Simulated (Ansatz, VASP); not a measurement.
**W: VASP beside Ansatz**

```
W
1.0
     0.00000    2.01824    2.01824
     2.01824    0.00000    2.01824
     2.01824    2.01824    0.00000
W
1
Direct
  0.00000 0.00000 0.00000
```

Alike in both runs: task electric field gradients; functional PBE; k mesh 8 × 8 × 8; occupations fermi-dirac, width 0.05 eV; no spin polarisation.

|  | VASP | Ansatz |
| --- | --- | --- |
| version | VASP 6.6.1 | Ansatz 0.2.0 |
| potentials or method | VASP PAW PBE potentials, release 64 (W_sv) | PAW with Ansatz's default frozen-core files, scalar-relativistic |
| plane-wave cutoff (eV) | 520 | 420 |
| valence electrons in the cell | 14 | 14 |

```tsv
	VASP	Ansatz	Ansatz less VASP
pressure (GPa)	1.1	0.6	-0.48
```

Neither program's run includes spin-orbit coupling.
